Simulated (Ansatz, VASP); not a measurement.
## One calculation of Rh, two programs

```
Rh
1.0
     0.10465   -2.05570   -1.87352
    -0.01207    2.02235   -1.84016
     3.80909   -0.11672   -0.09258
Rh
2
Direct
  0.50345 0.51893 0.48963
  0.99655 0.98107 0.01037
```

Change from the starting cell: all atoms moved at random, sigma 0.05 Å a component, cell strained at random, sigma 0.06.

Alike in both runs: task single point; functional PBE; k mesh 12 × 12 × 10; occupations gaussian, width 0.15 eV; no spin polarisation.

|  | VASP | Ansatz |
| --- | --- | --- |
| version | VASP 6.6.1 | Ansatz 0.2.0 |
| potentials or method | VASP PAW PBE potentials, release 64 (Rh_pv), cutoff 520 eV | scalar-relativistic, plane waves, PAW |
| valence electrons in the cell | 30 | 34 |

Ansatz gave:

- gap on the k mesh at the Fermi level (eV): none
- pressure (GPa): -1.7
- traceless stress, the component that is largest in VASP (GPa): -11.91
- rms of the force components (eV/Å): 0.694

Q: Which values does VASP return?

A: gap on the k mesh at the Fermi level (eV): none; pressure (GPa): -1.6; traceless stress, the component that is largest in VASP (GPa): -11.89; rms of the force components (eV/Å): 0.698.

Atom by atom the forces differ by 0.004 eV/Å (rms over components). A gap of «none» marks a metal or a gap that the smearing closes. The functional is the same, so the differences come from potentials, cutoffs and numerics. VASP's potentials hold 30 valence electrons a cell and Ansatz's 34, so a difference there can come from the potentials and not from the codes.
